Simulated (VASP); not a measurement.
Set up this calculation in VASP 6.6.1, as the native input.

| Item | Value |
| --- | --- |
| Task | single point |
| Functional | PBEsol |
| Potentials or basis | VASP PAW PBE potentials, release 64 (Au) |
| Cutoff | 520 eV |
| k mesh | 18 × 18 × 14 |
| Occupations | gaussian, width 0.1 eV |
| Spin | no spin polarisation |
| Dipole correction | no |
| Further INCAR settings | ALGO = Fast; EDIFF = 1e-06; NBANDS = 18 |

The structure of Au lies in POSCAR:

```
Au
1.0
    2.0418799352      2.0418799352      0.0000000000
   -2.0418799352      2.0418799352      0.0000000000
    0.0000000000      0.0000000000      4.2062726665
Au
2
Direct
    0.0000000000      0.0000000000      0.0000000000
    0.5000000000      0.5000000000      0.5000000000
```

This cell differs from its parent crystal: strain along c alone, the other axes held: +3.0 %.

These files were run (other wordings do the same):

INCAR

```
SYSTEM = Au
PREC = Accurate
ENCUT = 520
EDIFF = 1E-6
ISMEAR = 0
SIGMA = 0.1
LREAL = .False.
LASPH = .True.
NELM = 60
ALGO = Fast
ISIF = 2
LWAVE = .False.
LCHARG = .True.
GGA = PS
LELF = .True.
LVHAR = .True.
NBANDS = 18
```

KPOINTS

```
regular mesh
0
Gamma
  18 18 14
  0 0 0
```

Potentials or basis: VASP PAW PBE potentials, release 64 (Au).

Launch:

```console
$ cat potpaw_PBE.64/Au/POTCAR > POTCAR
$ mpirun -np 1 vasp_std > vasp.out
```

It gave:

```yaml
Pressure: -5.0 GPa
Band_gap_on_the_k_mesh: zero (bands 11 and 12 overlap by 7.29 eV)
```

Caveat: the cell differs from its parent crystal (strain along c alone, the other axes held: +3.0 %); the cell stands under tension; the PAW data sets were made with another functional, which shifts forces and pressure a little; spin-orbit coupling is left out, which moves the levels of the heavy elements.

Wall time 110 s on 1 thread of Intel(R) Xeon(R) Platinum 8488C (Sapphire Rapids), on a shared host, peak memory 0.32 GiB.
